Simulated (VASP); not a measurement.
**SrO: single point with HSE06**

The system is SrO.

```
Sr O
1.0
     0.00000    2.48779    2.63329
     2.48779    0.00000    2.63329
     2.48779    2.48779    0.00000
Sr O
1 1
Direct
  0.50000 0.50000 0.50000
  0.00000 0.00000 0.00000
```

This cell differs from its parent crystal: epitaxial xy strain -3.6%.

```json
{
  "Program": "VASP 6.6.1",
  "Task": "single point",
  "Functional": "HSE06",
  "Potentials or basis": "VASP PAW PBE potentials, release 64 (Sr_sv, O)",
  "Cutoff": "520 eV",
  "k mesh": "6 × 6 × 6",
  "Occupations": "gaussian, width 0.01 eV",
  "Spin": "no spin polarisation"
}
```

```json
{
  "Pressure": "6.5 GPa",
  "Band gap on the k mesh": "4.61 eV (least direct gap 4.64 eV)"
}
```

Stress tensor (GPa, compression positive):
```
9.49 0.00 0.00
0.00 9.49 0.00
0.00 0.00 0.42
```

Levels at points of the mesh, in eV from the valence-band top:
```csv
k point,band 4,band 5,band 6,band 7,band 8,band 9,band 10,band 11,band 12,band 13
"(0.00, 0.00, 0.00)",-14.52,-14.52,-0.17,0.00,0.00,5.64,7.62,8.10,8.10,10.00
"(0.50, 0.00, 0.00)",-14.54,-13.43,-2.42,-1.39,-1.34,8.38,10.26,10.91,10.98,13.97
"(0.50, 0.50, 0.00)",-14.89,-14.89,-0.67,-0.06,-0.06,4.82,9.88,12.33,12.36,13.36
"(0.50, 0.00, 0.50)",-15.08,-14.95,-0.33,-0.27,-0.03,4.61,9.80,12.35,12.53,12.95
```

It took 86 min on 1 thread of Oxide Virtual Turin-like Processor, with other jobs on the host, peak memory 0.25 GiB.

Caveat: the cell differs from its parent crystal (epitaxial xy strain -3.6%); the stress differs along the axes, from 0 to 9 GPa; the PAW data sets were made with another functional, which shifts forces and pressure a little. A k mesh can miss the band edges.
